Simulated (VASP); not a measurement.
# Zn15Se16 (a cell with a defect) in VASP: single point with PBE

Aim: the single point of Zn15Se16 (a cell with a defect) with PBE.

All numbers are computed with VASP 6.6.1; they aren't measurements. Logs are shortened: lines on timing, memory, paths and dates and some standing lists are left out, and cuts for length are marked.

## 1. The cell of the first run

The cell holds a defect, 31 atoms: a = 9.928 Å, b = 9.928 Å, c = 9.928 Å, α = 109.47°, β = 109.47°, γ = 109.47°.

## 2. Single point, PBE (atoms taken out, then relaxed in part)

INCAR reads:

```
ALGO = Normal ; EDIFF = 1E-7
ENCUT = 520 ; GGA = PE
ISIF = 2 ; ISMEAR = 0
LASPH = True ; LCHARG = False
LREAL = Auto ; LWAVE = False
NBANDS = 159 ; NELECT = 278.0
NELM = 60 ; PREC = Accurate
SIGMA = 0.02
```

KPOINTS reads:

```
Automatic mesh
0
Gamma
  2 2 2
  0.5 0.5 0.5
```

POSCAR reads:

```
Zn15Se16
1.0
   -5.7317611784     -5.7317611784      5.7317611784
    5.7317611784      5.7317611784      5.7317611784
   -5.7317611784      5.7317611784     -5.7317611784
Zn Se
15 16
Direct
    0.2500000000      0.5112707738      0.2537361236
    0.5037361236      0.5112707738      0.0000000000
    0.7575346503      0.4962638764      0.7462638764
    0.5037361236      0.7500000000      0.7612707738
    0.2500000000      0.0037361236      0.7612707738
   -0.0037361236      0.4962638764      0.5075346503
    0.7500000000      0.7500000000      0.5000000000
    0.4887292262     -0.0112707738      0.4924653497
    0.2500000000      0.2500000000      0.5000000000
    0.0112707738      0.7500000000      0.2537361236
    0.7424653497     -0.0112707738      0.2387292262
    0.4887292262      0.2424653497      0.2387292262
    0.0112707738      0.0037361236      0.0000000000
    0.7500000000      0.2500000000      0.0000000000
   -0.0037361236      0.2575346503      0.7462638764
    0.0009861131      0.2519895076      0.0000000000
    0.2500000000      0.2519895076      0.7509861131
    0.0116500671      0.5116500671      0.7616500671
    0.4989966055      0.2480104924      0.4980104924
    0.2500000000      0.5009861131      0.5019895076
    0.0009861131      0.7500000000      0.5019895076
    0.7480104924      0.2480104924      0.2489966055
    0.4990138869      0.5010033945      0.2490138869
    0.2500000000      0.7500000000      0.2383499329
    0.0010033945     -0.0009861131      0.2490138869
    0.7519895076      0.5009861131      0.0000000000
    0.4883499329      0.7500000000      0.0000000000
    0.2500000000     -0.0116500671      0.0000000000
    0.7519895076      0.7500000000      0.7509861131
    0.4990138869     -0.0009861131      0.7510033945
    0.7480104924     -0.0010033945      0.4980104924
```

Potentials or basis: VASP PAW PBE potentials, release 64 (Zn, Se).

Command:

```
cat potpaw_PBE.64/Zn/POTCAR potpaw_PBE.64/Se/POTCAR > POTCAR
mpirun -np 1 vasp_std > vasp.out
```

OUTCAR:

```text
EDIFF = 1E-7
   ENCUT = 520
   GGA = PE
   ISIF = 2
   ISMEAR = 0
   LASPH = True
   LREAL = Auto
   NELECT = 278.0
   NELM = 60
   PREC = Accurate

 ion  position               nearest neighbor table
   1  0.250  0.511  0.254-  24 2.43  20 2.50  23 2.52  16 2.52
   2  0.504  0.511  0.000-  27 2.43  26 2.50  17 2.52  23 2.52
   3  0.758  0.496  0.746-  18 2.43  19 2.50  26 2.52  29 2.52
   4  0.504  0.750  0.761-  27 2.43  29 2.50  20 2.52  30 2.52
   5  0.250  0.004  0.761-  28 2.43  17 2.50  21 2.52  30 2.52
   6  0.996  0.496  0.508-  18 2.43  22 2.50  21 2.52  20 2.52
[... 9 lines left out ...]
  16  0.001  0.252  0.000-  14 2.49  13 2.50   1 2.52  15 2.52
  17  0.250  0.252  0.751-   9 2.49   5 2.50   2 2.52  15 2.52
  18  0.012  0.512  0.762-   6 2.43   3 2.43  15 2.43
  19  0.499  0.248  0.498-   9 2.49   3 2.50   8 2.52  12 2.52
  20  0.250  0.501  0.502-   9 2.49   1 2.50   4 2.52   6 2.52
  21  0.001  0.750  0.502-   7 2.49  10 2.50   5 2.52   6 2.52
  22  0.748  0.248  0.249-  14 2.49   6 2.50  12 2.52  11 2.52
  23  0.499  0.501  0.249-   7 2.49  12 2.50   1 2.52   2 2.52
  24  0.250  0.750  0.238-   8 2.43   1 2.43  10 2.43
  25  0.001  0.999  0.249-   9 2.49  11 2.50  10 2.52  13 2.52
  26  0.752  0.501  0.000-  14 2.49   2 2.50  10 2.52   3 2.52
  27  0.488  0.750  0.000-  11 2.43   4 2.43   2 2.43
  28  0.250  0.988  0.000-  12 2.43   5 2.43  13 2.43
  29  0.752  0.750  0.751-   7 2.49   4 2.50  13 2.52   3 2.52
  30  0.499  0.999  0.751-  14 2.49   8 2.50   4 2.52   5 2.52
  31  0.748  0.999  0.498-   7 2.49  15 2.50  11 2.52   8 2.52

  LATTYP: Found a body centered cubic cell.
 ALAT       =    11.4635223568

  Lattice vectors:

 A1 = (  -5.7317611784,  -5.7317611784,   5.7317611784)
 A2 = (   5.7317611784,   5.7317611784,   5.7317611784)
 A3 = (  -5.7317611784,   5.7317611784,  -5.7317611784)

Analysis of symmetry for initial positions (statically):
=====================================================================
 Subroutine PRICEL returns:
 Original cell was already a primitive cell.

 Routine SETGRP: Setting up the symmetry group for a
 body centered cubic supercell.

 Subroutine GETGRP returns: Found 24 space group operations
 (whereof  2 operations were pure point group operations)
 out of a pool of 48 trial point group operations.

The static configuration has the point symmetry C_1h.
 The point group associated with its full space group is T_d .
[... 158 lines left out ...]
   TEBEG  =    0.0;   TEEND  =   0.0 temperature during run
   PSTRESS=    0.0 pullay stress
   NELECT =     278.0000    total number of electrons
   NUPDOWN=      -1.0000    fix difference up-down
   EMIN   =  10.00;   EMAX   =-10.00  energy-range for DOS
   EFERMI =   0.00;   METHOD = LEGACY
   ISMEAR =     0;   SIGMA  =   0.02  broadening in eV -4-tet -1-fermi 0-gaus
   EFERMI_NEDOS =   21; number of points for ismear=-14 and -15
   IALGO  =     38    algorithm
   IMIX   =      4    mixing-type and parameters
     AMIX     =   0.40;   BMIX     =  1.00
     AMIX_MAG =   1.60;   BMIX_MAG =  1.00
  volume/ion in A,a.u.               =      24.30       163.97
  Fermi-wavevector in a.u.,A,eV,Ry     =   1.174307  2.219119 18.762395  1.378997
  Thomas-Fermi vector in A             =   2.310706
   LORBIT       =      0    0 simple, 1 ext, 2 COOP (PROOUT), +10 PAW based schemes
   GGA     = PE    functional components
   LHFCALC =     F    Hartree Fock is set to
   AEXX    =    0.0000 exact exchange contribution
   IVDW    =     0    specifies the selected vdW correction
   LEPSILON=     F    determine dielectric tensor
   LRPA    =     F    only Hartree local field effects (RPA)
 non-spin polarized calculation
 Gauss-broadening in eV      SIGMA  =   0.02
  energy-cutoff  :      520.00
  volume of cell :      753.22
 maximum number of plane-waves:     20329
 NGX is ok and might be reduce to    80
   NGX = 37   NGY = 37   NGZ = 37

 number of electron     277.9999938 magnetization

 Free energy of the ion-electron system (eV)
  ---------------------------------------------------
  ext. energy  EPLUGINS =         0.00000000
  ---------------------------------------------------
  free energy    TOTEN  =       -89.96577230 eV

  energy without entropy =      -89.96577230  energy(sigma->0) =      -89.96577230

 E-fermi :   1.1768     XC(G=0):  -9.1011

 val. band max:        1.0785053878   @ k =   0.2500   0.2500   0.2500
 cond. band min:       3.8052156044   @ k =  -0.2500   0.2500   0.2500
 fundamental gap:      2.7267102166
 Fermi energy:         1.1767792374

 k-point     1 :       0.2500    0.2500    0.2500
  band No.  band energies     occupation
      1     -11.5247      2.00000
      2     -11.5247      2.00000
      3     -11.5247      2.00000
      4     -11.3632      2.00000
      5     -11.0495      2.00000
      6     -11.0495      2.00000
[... 143 lines left out ...]
    150       4.8582      0.00000
    151       4.8582      0.00000

 k-point     2 :      -0.2500    0.2500    0.2500
  band No.  band energies     occupation
      1     -11.6990      2.00000
      2     -11.3692      2.00000
      3     -11.3129      2.00000
      4     -11.3129      2.00000
      5     -11.2761      2.00000
      6     -11.1376      2.00000
[... 143 lines left out ...]
    150       5.2131      0.00000
    151       5.2131      0.00000
 [bands above 151 left out]

------------------------ aborting loop because EDIFF is reached ----------------------------------------

  FORCE on cell =-STRESS in cart. coord.  units (eV):
  Direction    XX          YY          ZZ          XY          YZ          ZX
  --------------------------------------------------------------------------------------
  -------------------------------------------------------------------------------------
  Total       12.0664805     12.0664805     12.0664805     -0.0000000      0.0000000      0.0000000
  in kB       25.6665174     25.6665174     25.6665174     -0.0000000      0.0000000      0.0000000
  external PRESSURE =      25.6665174 kB  Pullay stress =       0.0000000 kB

 VOLUME and BASIS-vectors are now :
 -----------------------------------------------------------------------------
  energy-cutoff  :      520.00
  volume of cell :      753.22
      direct lattice vectors                 reciprocal lattice vectors
    -5.731761178 -5.731761178  5.731761178    -0.087233223  0.000000000  0.087233223
     5.731761178  5.731761178  5.731761178     0.000000000  0.087233223  0.087233223
    -5.731761178  5.731761178 -5.731761178    -0.087233223  0.087233223  0.000000000

 POSITION                                       TOTAL-FORCE (eV/Angst)
 -----------------------------------------------------------------------------------
      0.04319      2.95190      2.90907        -0.011017      0.001123     -0.011017
      0.04319      0.04319      5.81778        -0.011017     -0.011017      0.001123
     -5.77495      2.77986      2.90907         0.011017     -0.001123     -0.011017
     -2.95190      5.77495      2.82269        -0.001123     -0.011017      0.011017
     -5.77495      2.95190     -2.90907         0.011017      0.001123      0.011017
     -5.77495      0.04319      5.64575         0.011017     -0.011017     -0.001123
[... 23 lines left out ...]
     -1.43869      7.17045      4.28177         0.002686     -0.002686     -0.007551
     -1.41588      4.29307      7.15895         0.007551      0.002686      0.002686
 -----------------------------------------------------------------------------------
    total drift:                                0.000002      0.000003     -0.000013

  FREE ENERGIE OF THE ION-ELECTRON SYSTEM (eV)
  ---------------------------------------------------
  free  energy   TOTEN  =       -89.9657722980 eV

  energy  without entropy=      -89.9657722980  energy(sigma->0) =      -89.96577230
```

Run time: 24 min. Hardware: 1 thread of AMD EPYC, shared host; peak memory 0.99 GiB.

Results:

```yaml
Free_energy: -89.9658 eV
Largest_force: 0.019 eV/Å
```

Forces on the atoms (eV/Å):
```
Zn  -0.011  0.001 -0.011
Zn  -0.011 -0.011  0.001
Zn   0.011 -0.001 -0.011
Zn  -0.001 -0.011  0.011
Zn   0.011  0.001  0.011
Zn   0.011 -0.011 -0.001
Zn   0.000  0.000  0.000
Zn  -0.011  0.011 -0.001
Zn   0.000  0.000  0.000
Zn  -0.001  0.011 -0.011
Zn  -0.011 -0.001  0.011
Zn   0.001  0.011  0.011
Zn   0.011  0.011  0.001
Zn   0.000  0.000  0.000
Zn   0.001 -0.011 -0.011
Se  -0.003 -0.003  0.008
Se  -0.003  0.008 -0.003
Se  -0.011  0.011  0.011
Se  -0.003 -0.008  0.003
Se   0.003  0.008  0.003
Se  -0.008 -0.003  0.003
Se  -0.003  0.003 -0.008
Se   0.008 -0.003 -0.003
Se   0.011 -0.011  0.011
Se   0.003 -0.008 -0.003
Se   0.003  0.003  0.008
Se   0.011  0.011 -0.011
Se  -0.011 -0.011 -0.011
Se  -0.008  0.003 -0.003
Se   0.003 -0.003 -0.008
Se   0.008  0.003  0.003
```

Caveat: the cell carries a net charge on a neutralising background, which shifts energy and pressure; the cell differs from its parent crystal (atoms taken out, then relaxed in part); the cell is charged against a uniform background, so pressure and absolute levels hang on convention.
